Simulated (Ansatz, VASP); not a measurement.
## Si in VASP and in Ansatz

INCAR

```
SYSTEM = Si
PREC = Accurate
ENCUT = 520
EDIFF = 1E-7
ISMEAR = -1
SIGMA = 0.05
LREAL = .False.
LASPH = .True.
NELM = 80
ALGO = Normal
ISIF = 2
LWAVE = .False.
LCHARG = .True.
GGA = PE
LELF = .True.
LVHAR = .True.
NBANDS = 11
```

KPOINTS

```
regular mesh
0
Gamma
  10 10 10
  0 0 0
```

POSCAR

```
Si
1.0
    0.0000000000      2.7144176166      2.7144176166
    2.7144176166      0.0000000000      2.7144176166
    2.7144176166      2.7144176166      0.0000000000
Si
2
Direct
   -0.1475000000     -0.1175000000     -0.1175000000
    0.1475000000      0.1175000000      0.1175000000
```

Input for Ansatz:

```yaml
crystal:
  lattice:
    - [0.0, 2.7144176166, 2.7144176166]
    - [2.7144176166, 0.0, 2.7144176166]
    - [2.7144176166, 2.7144176166, 0.0]
  atoms:
    - { symbol: Si, position: [-0.1475, -0.1175, -0.1175] }
    - { symbol: Si, position: [0.1475, 0.1175, 0.1175] }
kpoints:
  mp_grid: { grid: [10, 10, 10] }
scf:
  occupations: { method: fermi_dirac, width: 0.05 }
hamiltonian:
  xc: pbe
  pseudopotentials: { kind: all_electron, lapw: { basis_error: 0.001 } }
output:
  forces: true
  stress: true
  eigenvalues: true
  populations: true
```

Change from the starting cell: shortest bond scaled by 0.94, LAPW.

Alike in both runs: task single point; functional PBE; k mesh 10 × 10 × 10; occupations fermi-dirac, width 0.05 eV; no spin polarisation.

```csv
,VASP,Ansatz
version,VASP 6.6.1,Ansatz 0.2.0
potentials or method,"VASP PAW PBE potentials, release 64 (Si), cutoff 520 eV","all-electron LAPW, scalar-relativistic"
```

VASP gave:

```
pressure (GPa)                                                : 2.9
traceless stress, the component that is largest in VASP (GPa) : -3.93
rms of the force components (eV/Å)                            : 1.351
```

Task: Estimate Ansatz's values.

Result: Pressure (GPa): 2.9; traceless stress, the component that is largest in VASP (GPa): -3.95; rms of the force components (eV/Å): 1.355.

Atom by atom the forces differ by 0.003 eV/Å (rms over components). Ansatz ran all-electron here, and VASP with PAW potentials.
